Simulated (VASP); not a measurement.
BaF2, 3 atoms in the cell. It takes space group Fm-3m (No. 225, cubic). Conventional cell: a = 5.985 Å, b = 5.985 Å, c = 5.985 Å, α = 90.00°, β = 90.00°, γ = 90.00°. Within 3.4 Å of Ba (site symmetry m-3m) lie 8 F at 2.59 Å. Within 3.4 Å of F (site symmetry -43m) lie 4 Ba at 2.59 Å and 6 F at 2.99 Å. 

```yaml
Program: VASP 6.6.1
Task: single point
Functional: PBE
Potentials_or_basis: VASP PAW PBE potentials, release 64 (Ba_sv, F_h)
Cutoff: 1350 eV
k_mesh: 6 × 6 × 6
Occupations: gaussian, width 0.02 eV
Spin: no spin polarisation
Dipole_correction: no
Further_INCAR_settings: ALGO = Normal; EDIFF = 1e-06; NBANDS = 19
```

Potentials or basis: VASP PAW PBE potentials, release 64 (Ba_sv, F_h).

Launch:

```console
$ cat potpaw_PBE.64/Ba_sv/POTCAR potpaw_PBE.64/F_h/POTCAR > POTCAR
$ mpirun -np 1 vasp_std > vasp.out
```

Hardware: 1 thread of Intel(R) Xeon(R) Platinum 8259CL CPU @ 2.50GHz (Skylake/Cascade Lake), with other jobs on the host.

Question: How long does it take, and how much memory?

Answer: Run time: 84 s on 1 thread of Intel(R) Xeon(R) Platinum 8259CL CPU @ 2.50GHz (Skylake/Cascade Lake) (shared host), peak memory 0.41 GiB. Counts: scf iterations 13, k points 16.
